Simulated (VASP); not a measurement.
Input of a VASP 6.6.1 run:

File INCAR:

```
SYSTEM = Si2NF2
PREC     = Accurate       ! precision mode
ENCUT    = 520            ! plane-wave cutoff, eV
EDIFF    = 1E-6           ! SCF threshold, eV
ISMEAR   = 0              ! smearing method
SIGMA    = 0.1            ! smearing width, eV
LREAL    = .FALSE.        ! projectors in reciprocal space
LASPH    = .TRUE.         ! aspherical terms in the spheres
NELM     = 150            ! most SCF steps
ALGO     = Normal         ! electronic algorithm
ISIF     = 2              ! what is computed and relaxed
LWAVE    = .FALSE.        ! write WAVECAR
LCHARG   = .FALSE.        ! write CHGCAR
ISPIN    = 2              ! spin polarisation
MAGMOM   = 0 0 1 1 1      ! initial moments
LORBIT   = 11             ! projections on sites
GGA      = PE             ! functional
NBANDS   = 26             ! bands
```

The input KPOINTS:

```
Automatic mesh
0
G
  6 6 6
  0 0 0
```

File POSCAR:

```
Si2NF2
1.0
   -1.6057669668      1.6057669668      5.4043273601
    1.6057669668     -1.6057669668      5.4043273601
    1.6057669668      1.6057669668     -5.4043273601
Si N F
2 1 2
Direct
    0.6096368486      0.6096368486      0.0000000000
    0.3903631514      0.3903631514      0.0000000000
    0.0000000000      0.0000000000      0.0000000000
    0.2500000000      0.7500000000      0.5000000000
    0.7500000000      0.2500000000      0.5000000000
```

Potentials or basis: VASP PAW PBE potentials, release 64 (Si, N, F).

Launch:

```bash
$ cat potpaw_PBE.64/Si/POTCAR potpaw_PBE.64/N/POTCAR potpaw_PBE.64/F/POTCAR > POTCAR
$ mpirun -np 1 vasp_std > vasp.out
```

**Question.** Predict the pressure.

**Answer.** -0.1 GPa.

**Question.** Estimate the net moment.

**Answer.** 0.01 μB per cell.

Forces in eV/Å, atoms in the order of the input:
```
Si   0.000  0.000 -0.010
Si   0.000  0.000  0.010
N    0.000  0.000  0.000
F    0.000  0.000  0.000
F    0.000  0.000  0.000
```

Caveat: the k points lie up to 0.46 Å⁻¹ apart.
